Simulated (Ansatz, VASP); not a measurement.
Two plane-wave programs on Mg

INCAR

```
PREC = Accurate ; ENCUT = 520
EDIFF = 1E-6 ; ISMEAR = 0
SIGMA = 0.15 ; LREAL = False
LASPH = True ; NELM = 100
ALGO = Fast ; ISIF = 2
LWAVE = False ; LCHARG = False
GGA = PE ; NBANDS = 7
```

KPOINTS

```
regular mesh
0
Gamma
  20 20 20
```

The input POSCAR:

```
Mg
1.0
   -1.8766901731      1.8766901731      1.5439530054
    1.8766901731     -1.8766901731      1.5439530054
    1.8766901731      1.8766901731     -1.5439530054
Mg
1
Direct
    0.0000000000      0.0000000000      0.0000000000
```

Input for Ansatz:

```yaml
crystal:
  lattice:
    - [-1.8766901731, 1.8766901731, 1.5439530054]
    - [1.8766901731, -1.8766901731, 1.5439530054]
    - [1.8766901731, 1.8766901731, -1.5439530054]
  atoms:
    - { symbol: Mg, position: [0.0, 0.0, 0.0] }
basis:
  ecutwfc: 520.0
kpoints:
  mp_grid: { grid: [20, 20, 20] }
hamiltonian:
  xc: pbe
  pseudopotentials: { kind: paw }
scf:
  occupations: { method: gaussian, width: 0.15 }
output:
  forces: true
  stress: true
  eigenvalues: true
```

Alike in both runs: task single point; functional PBE; k mesh 20 × 20 × 20; occupations gaussian, width 0.15 eV; no spin polarisation.

|  | VASP | Ansatz |
| --- | --- | --- |
| version | VASP 6.6.1 | Ansatz 0.2.0 |
| potentials or method | VASP PAW PBE potentials, release 64 (Mg), cutoff 520 eV | scalar-relativistic, plane waves, PAW |
| valence electrons in the cell | 2 | 10 |

Ansatz gave:

- gap on the k mesh at the Fermi level (eV): none
- pressure (GPa): 2.8
- traceless stress, the component that is largest in VASP (GPa): 2.16

**Question.** What did VASP give for the same quantities?

**Answer.** gap on the k mesh at the Fermi level (eV): none; pressure (GPa): 2.6; traceless stress, the component that is largest in VASP (GPa): 2.16.

A gap of «none» marks a metal or a gap that the smearing closes. VASP's potentials hold 2 valence electrons a cell and Ansatz's 10, so a difference there can come from the potentials and not from the codes.
